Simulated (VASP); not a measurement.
MgS:

```
Mg S
1.0
     0.00000    2.94411    2.94411
     2.94411    0.00000    2.94411
     2.94411    2.94411    0.00000
Mg S
1 1
Cartesian
  0.0000 0.0000 0.0000
  1.4721 1.4721 1.4721
```

This cell differs from its parent crystal: strain +4.0%.

Base run:

| Property | Result |
| --- | --- |
| Program | VASP 6.6.1 |
| Functional | r2SCAN |
| Potentials or basis | VASP PAW PBE potentials, release 64 (Mg, S) |
| Cutoff | 520 eV |
| k mesh | 8 × 8 × 8 |
| Occupations | gaussian, width 0.01 eV |
| Spin | no spin polarisation |

Its results: band gap on the k mesh 3.53 eV, direct; pressure -5.8 GPa.

Q: The run is repeated on the same cell with these changes: functional from r2SCAN to PBE; occupations from gaussian, width 0.01 eV to fermi-dirac, width 0.02 eV. What comes out?

A: Band gap on the k mesh 2.90 eV, direct; pressure -4.6 GPa.

Caveats: the PAW data sets were made with another functional, which shifts forces and pressure a little (some runs).

